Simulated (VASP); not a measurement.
# BP (I-4m2) in VASP: a series of runs

The runs below take BP through single point, with r2SCAN.

Program: VASP 6.6.1. These are calculated values, not measurements. Logs are shortened: lines on timing, memory, paths and dates and some standing lists are left out, and cuts for length are marked.

## Step 1: The cell of the first run

It takes space group I-4m2 (No. 119, tetragonal). Conventional cell: a = 3.209 Å, b = 3.209 Å, c = 4.742 Å, α = 90.00°, β = 90.00°, γ = 90.00°. Within 2.6 Å of B (site symmetry -4m2) lie 4 P at 1.99 Å. P (site symmetry -4m2) has 4 B at 1.99 Å within 2.6 Å.

## Step 2: Single point, r2SCAN (strain +0.0450 x Voigt [0, 1, 0, 0, 0, 0])

The input, POSCAR:

```
BP
1.0
    0.0000000000      2.3711050000      2.2690000000
    2.2690000000      0.0000000000      2.2690000000
    2.2690000000      2.3711050000      0.0000000000
B P
1 1
Direct
    0.0000000000      0.0000000000      0.0000000000
    0.7500000000      0.7500000000      0.7500000000
```

The input, INCAR.step1:

```
PREC = Accurate ; ENCUT = 520
ISMEAR = 0 ; SIGMA = 0.05
LREAL = False ; LASPH = True
NELM = 100 ; NBANDS = 11
GGA = PE ; ALGO = Normal
EDIFF = 1E-4 ; LWAVE = True
LCHARG = False
```

The input, INCAR.step2:

```
PREC = Accurate ; ENCUT = 520
EDIFF = 1E-6 ; ISMEAR = 0
SIGMA = 0.05 ; LREAL = False
LASPH = True ; NELM = 100
ALGO = Normal ; ISIF = 2
LWAVE = False ; LCHARG = True
METAGGA = R2SCAN ; LMIXTAU = True
LELF = True ; LVHAR = True
NBANDS = 11 ; ISTART = 1
```

The input, KPOINTS:

```
regular mesh
0
Gamma
  10 10 10
```

Potentials or basis: VASP PAW PBE potentials, release 64 (B, P).

Launch:

```
$ cat potpaw_PBE.64/B/POTCAR potpaw_PBE.64/P/POTCAR > POTCAR
$ cp INCAR.step1 INCAR
$ mpirun -np 1 vasp_std > vasp.out
$ cp INCAR.step2 INCAR
$ mpirun -np 1 vasp_std > vasp.out
```

OUTCAR:

```text
PREC = Accurate
   ENCUT = 520
   EDIFF = 1E-6
   ISMEAR = 0
   LREAL = False
   LASPH = True
   NELM = 100
   ISIF = 2
   METAGGA = R2SCAN
   ISTART = 1

 ion  position               nearest neighbor table
   1  0.000  0.000  0.000-   2 1.99   2 1.99   2 1.99   2 1.99
   2  0.750  0.750  0.750-   1 1.99   1 1.99   1 1.99   1 1.99

  LATTYP: Found a body centered tetragonal cell.
 ALAT       =     3.2088505730
 C/A-ratio  =     1.4778531727

  Lattice vectors:

 A1 = (   0.0000000000,  -2.3711050000,   2.2690000000)
 A2 = (   0.0000000000,  -2.3711050000,  -2.2690000000)
 A3 = (   2.2690000000,   2.3711050000,   0.0000000000)

Analysis of symmetry for initial positions (statically):
=====================================================================
 Subroutine PRICEL returns:
 Original cell was already a primitive cell.

 Routine SETGRP: Setting up the symmetry group for a
 body centered tetragonal supercell.

 Subroutine GETGRP returns: Found  8 space group operations
 (whereof  8 operations were pure point group operations)
 out of a pool of 16 trial point group operations.

The static configuration has the point symmetry D_2d.

Analysis of symmetry for dynamics (positions and initial velocities):
=====================================================================
 Subroutine PRICEL returns:
 Original cell was already a primitive cell.

 Routine SETGRP: Setting up the symmetry group for a
 body centered tetragonal supercell.

 Subroutine GETGRP returns: Found  8 space group operations
 (whereof  8 operations were pure point group operations)
 out of a pool of 16 trial point group operations.

The dynamic configuration has the point symmetry D_2d.

 Subroutine INISYM returns: Found  8 space group operations
 (whereof  8 operations are pure point group operations),
 and found     1 'primitive' translations

----------------------------------------------------------------------------------------

                                     Primitive cell

  volume of cell :      24.4146

  direct lattice vectors                    reciprocal lattice vectors
     0.000000000  2.371105000  2.269000000    -0.220361393  0.210872146  0.220361393
     2.269000000  0.000000000  2.269000000     0.220361393 -0.210872146  0.220361393
     2.269000000  2.371105000  0.000000000     0.220361393  0.210872146 -0.220361393

  length of vectors
     3.281843982  3.208850573  3.281843982     0.376278286  0.376278286  0.376278286

  position of ions in fractional coordinates (direct lattice)
     0.000000000  0.000000000  0.000000000
     0.750000000  0.750000000  0.750000000

  ion indices of the primitive-cell ions
   primitive index   ion index
                 1           1
                 2           2

----------------------------------------------------------------------------------------

 KPOINTS: regular mesh

Automatic generation of k-mesh.
 Grid dimensions read from file:
 generate k-points for:   10   10   10

 Generating k-lattice:

  Cartesian coordinates                     Fractional coordinates (reciprocal lattice)
    -0.022036139  0.021087215  0.022036139     0.100000000  0.000000000 -0.000000000
     0.022036139 -0.021087215  0.022036139     0.000000000  0.100000000  0.000000000
     0.022036139  0.021087215 -0.022036139    -0.000000000  0.000000000  0.100000000

  Length of vectors
     0.037627829  0.037627829  0.037627829

  Shift w.r.t. Gamma in fractional coordinates (k-lattice)
     0.000000000  0.000000000  0.000000000

 Subroutine IBZKPT returns following result:
 ===========================================

 Found    102 irreducible k-points:

 Following reciprocal coordinates:
            Coordinates               Weight
  0.000000  0.000000  0.000000      1.000000
  0.100000  0.000000  0.000000      8.000000
  0.200000  0.000000  0.000000      8.000000
  0.300000  0.000000  0.000000      8.000000
  0.400000  0.000000  0.000000      8.000000
  0.500000  0.000000  0.000000      4.000000
[... 16 lines left out ...]
  0.300000  0.300000  0.000000      4.000000
  0.400000  0.300000  0.000000     16.000000
 [... further k-points ...]
   k-points           NKPTS =    102   k-points in BZ     NKDIM =    102   number of bands    NBANDS=     11
   number of dos      NEDOS =    301   number of ions     NIONS =      2
   total plane-waves  NPLWV =  13824
   dimension x,y,z NGX =    24 NGY =   24 NGZ =   24
   dimension x,y,z NGXF=    48 NGYF=   48 NGZF=   48
   ions per type =               1   1
   NGX,Y,Z   is equivalent  to a cutoff of  12.16, 12.43, 12.16 a.u.
   NGXF,Y,Z  is equivalent  to a cutoff of  24.32, 24.87, 24.32 a.u.
 SYSTEM =  unknown system
   PREC   = accura    normal or accurate (medium, high low for compatibility)
   ISTART =      1    job   : 0-new  1-cont  2-samecut
   ICHARG =      0    charge: 1-file 2-atom 10-const
   ISPIN  =      1    spin polarized calculation?
   LNONCOLLINEAR =      F non collinear calculations
   LSORBIT =      F    spin-orbit coupling
   LASPH  =      T    aspherical Exc in radial PAW
   ENCUT  =  520.0 eV  38.22 Ry    6.18 a.u.   6.10  5.97  6.10*2*pi/ulx,y,z
   NELM   =    100;   NELMIN=  2; NELMDL=  0     # of ELM steps
   EDIFF  = 0.1E-05   stopping-criterion for ELM
   LREAL  =      F    real-space projection
   EDIFFG = 0.1E-04   stopping-criterion for IOM
   NSW    =      0    number of steps for IOM
   IBRION =     -1    ionic relax: 0-MD 1-quasi-New 2-CG
   NFREE  =      0    steps in history (QN), initial steepest desc. (CG)
   ISIF   =      2    stress and relaxation
   ISYM   =      2    0-nonsym 1-usesym 2-fastsym
   POTIM  = 0.5000    time-step for ionic-motion
   TEBEG  =    0.0;   TEEND  =   0.0 temperature during run
   PSTRESS=    0.0 pullay stress
   NELECT =       8.0000    total number of electrons
   NUPDOWN=      -1.0000    fix difference up-down
   EMIN   =  10.00;   EMAX   =-10.00  energy-range for DOS
   EFERMI =   0.00;   METHOD = LEGACY
   ISMEAR =     0;   SIGMA  =   0.05  broadening in eV -4-tet -1-fermi 0-gaus
   EFERMI_NEDOS =   21; number of points for ismear=-14 and -15
   IALGO  =     38    algorithm
   IMIX   =      4    mixing-type and parameters
     AMIX     =   0.40;   BMIX     =  1.00
     AMIX_MAG =   1.60;   BMIX_MAG =  1.00
  volume/ion in A,a.u.               =      12.21        82.38
  Fermi-wavevector in a.u.,A,eV,Ry     =   1.128639  2.132818 17.331443  1.273825
  Thomas-Fermi vector in A             =   2.265329
   LORBIT       =      0    0 simple, 1 ext, 2 COOP (PROOUT), +10 PAW based schemes
   METAGGA = R2SCAN    functional components
   LHFCALC =     F    Hartree Fock is set to
   AEXX    =    0.0000 exact exchange contribution
   IVDW    =     0    specifies the selected vdW correction
   LEPSILON=     F    determine dielectric tensor
   LRPA    =     F    only Hartree local field effects (RPA)
 non-spin polarized calculation
 Gauss-broadening in eV      SIGMA  =   0.05
  energy-cutoff  :      520.00
  volume of cell :       24.41
 maximum number of plane-waves:       672
   NGX = 13   NGY = 11   NGZ = 13

 number of electron       7.9999999 magnetization

 Free energy of the ion-electron system (eV)
  ---------------------------------------------------
  ext. energy  EPLUGINS =         0.00000000
  ---------------------------------------------------
  free energy    TOTEN  =       -17.25615589 eV

  energy without entropy =      -17.25615589  energy(sigma->0) =      -17.25615589

 E-fermi :   7.2667     XC(G=0): -11.3044

 val. band max:        7.0335087178   @ k =   0.0000   0.0000   0.0000
 cond. band min:       8.1930910209   @ k =   0.4000   0.4000   0.0000
 fundamental gap:      1.1595823031
 Fermi energy:         7.2667300771

 k-point     1 :       0.0000    0.0000    0.0000
  band No.  band energies     occupation
      1      -8.9831      2.00000
      2       6.5612      2.00000
      3       7.0335      2.00000
      4       7.0335      2.00000
      5      10.3751      0.00000
      6      10.3751      0.00000
      7      10.6430      0.00000
      8      14.1491      0.00000
      9      18.7545      0.00000
     10      18.9852      0.00000
     11      19.9957      0.00000

 k-point     2 :       0.1000    0.0000    0.0000
  band No.  band energies     occupation
      1      -8.8003      2.00000
      2       5.5060      2.00000
      3       6.4382      2.00000
      4       6.7491      2.00000
      5      10.7280      0.00000
      6      10.8020      0.00000
      7      11.1255      0.00000
      8      14.7366      0.00000
      9      18.2274      0.00000
     10      19.2477      0.00000
     11      19.5355      0.00000

 k-point     3 :       0.2000    0.0000    0.0000
  band No.  band energies     occupation
      1      -8.2595      2.00000
      2       3.1395      2.00000
      3       5.7994      2.00000
      4       6.2144      2.00000
      5      10.9138      0.00000
      6      11.6088      0.00000
      7      11.7644      0.00000
      8      16.1119      0.00000
      9      17.8740      0.00000
     10      18.4680      0.00000
     11      20.4261      0.00000

 k-point     4 :       0.3000    0.0000    0.0000
  band No.  band energies     occupation
      1      -7.3938      2.00000
      2       0.7399      2.00000
      3       5.2485      2.00000
      4       5.7524      2.00000
      5      10.7574      0.00000
      6      12.0360      0.00000
      7      12.0977      0.00000
      8      17.2996      0.00000
      9      18.6965      0.00000
     10      18.7984      0.00000
     11      20.6502      0.00000

 k-point     5 :       0.4000    0.0000    0.0000
  band No.  band energies     occupation
      1      -6.3263      2.00000
      2      -1.3014      2.00000
      3       4.8943      2.00000
      4       5.4629      2.00000
      5      10.5773      0.00000
      6      11.9731      0.00000
      7      12.1361      0.00000
      8      17.6569      0.00000
      9      20.3232      0.00000
     10      20.4876      0.00000
     11      21.6606      0.00000
[... 211 lines left out ...]
 k-point    21 :      -0.3000    0.2000    0.0000
  band No.  band energies     occupation
      1      -6.1211      2.00000
      2      -0.2235      2.00000
      3       2.2763      2.00000
      4       4.7505      2.00000
      5      10.8385      0.00000
      6      13.1449      0.00000
      7      14.3563      0.00000
      8      16.5360      0.00000
      9      17.8456      0.00000
     10      19.8428      0.00000
     11      24.4842      0.00000

 k-point    22 :      -0.2000    0.2000    0.0000
  band No.  band energies     occupation
      1      -7.1210      2.00000
      2       1.4979      2.00000
      3       2.7922      2.00000
      4       5.4401      2.00000
      5      11.3960      0.00000
      6      12.3657      0.00000
      7      13.7811      0.00000
      8      15.5677      0.00000
      9      16.8306      0.00000
     10      20.9220      0.00000
     11      22.9754      0.00000

 k-point    23 :       0.3000    0.3000    0.0000
  band No.  band energies     occupation
      1      -6.7790      2.00000
      2       1.9782      2.00000
      3       3.4160      2.00000
      4       3.5565      2.00000
      5       8.4705      0.00000
      6      11.0858      0.00000
      7      15.5378      0.00000
      8      16.6270      0.00000
      9      20.2030      0.00000
     10      21.6927      0.00000
     11      24.1044      0.00000

 k-point    24 :       0.4000    0.3000    0.0000
  band No.  band energies     occupation
      1      -5.9279      2.00000
      2       0.5654      2.00000
      3       2.7273      2.00000
      4       3.1829      2.00000
      5       8.7649      0.00000
      6      10.7037      0.00000
      7      16.1163      0.00000
      8      17.2967      0.00000
      9      21.2615      0.00000
     10      22.7498      0.00000
     11      24.4397      0.00000

 [... further k-points ...]
[... 5 lines left out ...]
  --------------------------------------------------------------------------------------
  -------------------------------------------------------------------------------------
  Total       -0.4828256     -2.4487400     -0.4828256      0.0000000     -0.0000000      0.0000000
  in kB      -31.6848062   -160.6954127    -31.6848062      0.0000000     -0.0000000      0.0000000
  external PRESSURE =     -74.6883417 kB  Pullay stress =       0.0000000 kB

 VOLUME and BASIS-vectors are now :
 -----------------------------------------------------------------------------
  energy-cutoff  :      520.00
  volume of cell :       24.41
      direct lattice vectors                 reciprocal lattice vectors
     0.000000000  2.371105000  2.269000000    -0.220361393  0.210872146  0.220361393
     2.269000000  0.000000000  2.269000000     0.220361393 -0.210872146  0.220361393
     2.269000000  2.371105000  0.000000000     0.220361393  0.210872146 -0.220361393

 POSITION                                       TOTAL-FORCE (eV/Angst)
 -----------------------------------------------------------------------------------
      0.00000      0.00000      0.00000         0.000000      0.000000      0.000000
      3.40350      3.55666      3.40350        -0.000000     -0.000000     -0.000000
 -----------------------------------------------------------------------------------
    total drift:                               -0.000000     -0.000000     -0.000000

  FREE ENERGIE OF THE ION-ELECTRON SYSTEM (eV)
  ---------------------------------------------------
  free  energy   TOTEN  =       -17.2561558935 eV

  energy  without entropy=      -17.2561558935  energy(sigma->0) =      -17.25615589
```

Run time: 51 s. Hardware: 1 thread of Intel Xeon Platinum 8488C (Sapphire Rapids), shared host; peak memory 0.15 GiB.

Results:

| Quantity | Value |
| --- | --- |
| Free energy | -17.2562 eV |
| Pressure | -7.5 GPa |
| Band gap on the k mesh | 1.16 eV (least direct gap 3.34 eV) |

Stress tensor (GPa, compression positive):
```
 -3.17   0.00   0.00
  0.00 -16.07   0.00
  0.00   0.00  -3.17
```

Levels at points of the mesh, in eV from the valence-band top:
```tsv
k point	band 2	band 3	band 4	band 5	band 6	band 7
(0.00, 0.00, 0.00)	-0.47	0.00	0.00	3.34	3.34	3.61
(0.50, 0.00, 0.00)	-9.34	-2.26	-1.67	3.47	4.88	5.06
(0.50, 0.50, 0.00)	-8.92	-4.53	-4.44	1.31	1.59	11.94
(0.50, 0.00, 0.50)	-9.30	-4.02	-4.02	1.81	2.22	12.47
```

Caveat: the cell differs from its parent crystal (strain +0.0450 x Voigt [0, 1, 0, 0, 0, 0]); the cell stands under tension; the PAW data sets were made with another functional, which shifts forces and pressure a little. A k mesh can miss the band edges.

## Step 3: Single point, r2SCAN (strain +0.0525 x Voigt [0, 1, 0, 0, 0, 0])

The input, POSCAR:

```
BP
1.0
    0.0000000000      2.3881225000      2.2690000000
    2.2690000000      0.0000000000      2.2690000000
    2.2690000000      2.3881225000      0.0000000000
B P
1 1
Direct
    0.0000000000      0.0000000000      0.0000000000
    0.7500000000      0.7500000000      0.7500000000
```

The input, INCAR.step1:

```
SYSTEM = BP
PREC = Accurate ; ENCUT = 520
ISMEAR = 0 ; SIGMA = 0.05
LREAL = .FALSE. ; LASPH = .TRUE.
NELM = 80 ; NBANDS = 11
GGA = PE ; ALGO = Normal
EDIFF = 1E-4 ; LWAVE = .TRUE.
LCHARG = .FALSE.
```

The input, INCAR.step2:

```
SYSTEM = BP
PREC = Accurate ; ENCUT = 520
EDIFF = 1E-7 ; ISMEAR = 0
SIGMA = 0.05 ; LREAL = .FALSE.
LASPH = .TRUE. ; NELM = 80
ALGO = Normal ; ISIF = 2
LWAVE = .FALSE. ; LCHARG = .FALSE.
METAGGA = R2SCAN ; LMIXTAU = .TRUE.
NBANDS = 11 ; ISTART = 1
```

The input, KPOINTS:

```
Automatic mesh
0
G
  10 10 10
  0 0 0
```

Potentials or basis: VASP PAW PBE potentials, release 64 (B, P).

Launch:

```
$ cat potpaw_PBE.64/B/POTCAR potpaw_PBE.64/P/POTCAR > POTCAR
$ cp INCAR.step1 INCAR
$ mpirun -np 1 vasp_std > vasp.out
$ cp INCAR.step2 INCAR
$ mpirun -np 1 vasp_std > vasp.out
```

Run time: 64 s. Hardware: 1 thread of Intel Xeon Platinum 8488C (Sapphire Rapids), shared host; peak memory 0.15 GiB.

The run converged. Its results:

| Quantity | Value |
| --- | --- |
| Free energy | -17.2374 eV |
| Pressure | -8.5 GPa |
| Band gap on the k mesh | 1.11 eV (least direct gap 3.30 eV) |

Stress tensor (GPa, compression positive):
```
 -3.45   0.00   0.00
  0.00 -18.47   0.00
  0.00   0.00  -3.45
```

Levels at points of the mesh, in eV from the valence-band top:
```tsv
k point	band 2	band 3	band 4	band 5	band 6	band 7
(0.00, 0.00, 0.00)	-0.55	0.00	0.00	3.30	3.30	3.61
(0.50, 0.00, 0.00)	-9.31	-2.32	-1.64	3.34	4.88	5.06
(0.50, 0.50, 0.00)	-8.89	-4.55	-4.45	1.27	1.54	11.76
(0.50, 0.00, 0.50)	-9.33	-3.97	-3.97	1.85	2.26	12.36
```

Caveat: the cell differs from its parent crystal (strain +0.0525 x Voigt [0, 1, 0, 0, 0, 0]); the cell stands under tension; the PAW data sets were made with another functional, which shifts forces and pressure a little. A k mesh can miss the band edges.

[end of part 1 of 2]
